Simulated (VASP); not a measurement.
Set up this calculation in VASP 6.6.1, as the native input.

| Item | Value |
| --- | --- |
| Task | single point |
| Functional | PBE |
| Potentials or basis | VASP PAW PBE potentials, release 64 (Hf_pv, Hg, F) |
| Cutoff | 520 eV |
| k mesh | 12 × 12 × 16 |
| Occupations | gaussian, width 0.1 eV |
| Spin | no spin polarisation |
| Dipole correction | no |
| Further INCAR settings | ALGO = Normal; EDIFF = 1e-07; NBANDS = 22 |

The structure of HfHgF lies in POSCAR:

```
HfHgF
1.0
    4.8226576979      0.0000000000      0.0000000000
   -2.4113288490      4.1765440801      0.0000000000
    0.0000000000      0.0000000000      3.0419728687
Hf Hg F
1 1 1
Direct
    0.6666666667      0.3333333333      0.5000000000
    0.3333333333      0.6666666667      0.5000000000
    0.0000000000      0.0000000000      0.0000000000
```

The cell was generated, and may not be a known phase.

The input as run:

INCAR

```
ALGO = Normal
EDIFF = 1E-7
ENCUT = 520
GGA = PE
ISIF = 2
ISMEAR = 0
LASPH = T
LCHARG = F
LREAL = F
LWAVE = F
NBANDS = 22
NELM = 100
PREC = Accurate
SIGMA = 0.1
```

KPOINTS

```
k-points
0
Gamma
  12 12 16
```

Potentials or basis: VASP PAW PBE potentials, release 64 (Hf_pv, Hg, F).

The run is started by

```sh
$ cat potpaw_PBE.64/Hf_pv/POTCAR potpaw_PBE.64/Hg/POTCAR potpaw_PBE.64/F/POTCAR > POTCAR
$ mpirun -np 1 vasp_std > vasp.out
```

Results of the run:

```yaml
Pressure: -0.3 GPa
Band_gap_on_the_k_mesh: zero (an odd number of electrons rules out a gap without spin polarisation)
```

Caveat: spin-orbit coupling is left out, which moves the levels of the heavy elements.

Run time: 110 s on 1 thread of Intel(R) Xeon(R) Platinum 8559C (Emerald Rapids) (shared host), peak memory 0.37 GiB.
